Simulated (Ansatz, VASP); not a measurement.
AlPt: VASP beside Ansatz

INCAR

```
SYSTEM = AlPt
PREC = Accurate ; ENCUT = 520
EDIFF = 1E-7 ; ISMEAR = 0
SIGMA = 0.15 ; LREAL = .FALSE.
LASPH = .TRUE. ; NELM = 60
ALGO = Normal ; ISIF = 2
LWAVE = .FALSE. ; LCHARG = .TRUE.
GGA = PS ; LELF = .TRUE.
LVHAR = .TRUE. ; NBANDS = 14
```

The input KPOINTS:

```
Automatic mesh
0
G
  16 16 16
  0 0 0
```

File POSCAR:

```
AlPt
1.0
    3.0915460000      0.0000000000      0.0000000000
    0.0000000000      3.0915460000      0.0000000000
    0.0000000000      0.0000000000      3.0915460000
Al Pt
1 1
Direct
    0.0000000000      0.0000000000      0.0000000000
    0.5000000000      0.5000000000      0.5000000000
```

Input for Ansatz:

```yaml
crystal:
  lattice:
    - [3.091546, 0.0, 0.0]
    - [0.0, 3.091546, 0.0]
    - [0.0, 0.0, 3.091546]
  atoms:
    - { symbol: Al, position: [0.0, 0.0, 0.0] }
    - { symbol: Pt, position: [0.5, 0.5, 0.5] }
basis:
  ecutwfc: 420
kpoints:
  mp_grid: { grid: [16, 16, 16] }
hamiltonian:
  xc: pbesol
scf:
  occupations: { method: gaussian, width: 0.15 }
output:
  forces: true
  stress: true
  eigenvalues: true
```

Alike in both runs: task single point; functional PBEsol; k mesh 16 × 16 × 16; occupations gaussian, width 0.15 eV; no spin polarisation.

|  | VASP | Ansatz |
| --- | --- | --- |
| version | VASP 6.6.1 | Ansatz 0.2.0 |
| potentials or method | VASP PAW PBE potentials, release 64 (Al, Pt), cutoff 520 eV | scalar-relativistic, plane waves, PAW |
| valence electrons in the cell | 13 | 21 |

Ansatz gave:

| Quantity | Value |
| --- | --- |
| gap on the k mesh at the Fermi level (eV) | none |
| pressure (GPa) | -5.7 |

**Question.** Estimate VASP's values.

**Answer.** gap on the k mesh at the Fermi level (eV): none; pressure (GPa): -5.8.

VASP's potentials were made for PBE, not for PBEsol. A gap of «none» marks a metal or a gap that the smearing closes. With one functional, cell and mesh, what is left measures potentials, basis and numerics. VASP's potentials hold 13 valence electrons a cell and Ansatz's 21, so a difference there can come from the potentials and not from the codes.

Spin-orbit coupling is off throughout.
